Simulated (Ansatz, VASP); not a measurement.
# Two plane-wave programs on ZnO

```
CELL_PARAMETERS angstrom
4.06340 0.00000 0.00000
0.00000 2.48132 0.00000
0.00000 0.00000 4.41445
ATOMIC_POSITIONS crystal
Zn 0.25000 0.00000 0.17052
Zn 0.75000 0.00000 0.82948
O 0.25000 0.50000 0.68047
O 0.75000 0.50000 0.31953
```

Change from the starting cell: species swapped into the VPt type (Pmma, No. 51).

Alike in both runs: task single point; functional PBE; k mesh 4 × 8 × 4; occupations gaussian, width 0.1 eV; no spin polarisation.

```csv
,VASP,Ansatz
version,VASP 6.6.1,Ansatz 0.2.0
potentials or method,"VASP PAW PBE potentials, release 64 (Zn, O), cutoff 520 eV","scalar-relativistic, plane waves, PAW"
valence electrons in the cell,36,36
```

|  | VASP | Ansatz | Ansatz less VASP |
| --- | --- | --- | --- |
| gap on the k mesh at the Fermi level (eV) | none | none | - |
| pressure (GPa) | -7.2 | -7.7 | -0.44 |
| traceless stress, the component that is largest in VASP (GPa) | 28.11 | 28.21 | +0.099 |
| rms of the force components (eV/Å) | 1.124 | 1.127 | +0.0031 |

Atom by atom the forces differ by 0.009 eV/Å (rms over components). A gap of «none» marks a metal or a gap that the smearing closes.

The k mesh is coarse, so the values compare programs but aren't converged.
